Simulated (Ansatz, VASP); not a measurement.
## One calculation of SnGe5, two programs

```xyz
6
Lattice="3.1031 0.0000 0.0000 0.0000 4.2932 0.0000 0.0000 0.0000 9.4931" Properties=species:S:1:pos:R:3 pbc="T T T"
Sn    0.0000    0.0000    4.7466
Ge    0.0000    0.0000    1.4640
Ge    1.5516    2.1466    2.8667
Ge    1.5516    2.1466    6.6265
Ge    0.0000    0.0000    8.0292
Ge    1.5516    2.1466    0.0000
```

Alike in both runs: functional PBE; k mesh 12 × 8 × 4; occupations gaussian, width 0.1 eV; no spin polarisation.

Ansatz relaxed the structure, and its values are those at the end. VASP's run is a single point on that final structure, the one shown.

```csv
,VASP,Ansatz
version,VASP 6.6.1,Ansatz 0.2.0
potentials or method,"VASP PAW PBE potentials, release 64 (Sn_d, Ge_d), cutoff 520 eV","scalar-relativistic, plane waves, PAW"
valence electrons in the cell,84,84
```

```tsv
	VASP	Ansatz	Ansatz less VASP
gap on the k mesh at the Fermi level (eV)	none	none	-
pressure (GPa)	0.0	0.0	+0.01
```

A gap of «none» marks a metal or a gap that the smearing closes. With one functional, cell and mesh, what is left measures potentials, basis and numerics.
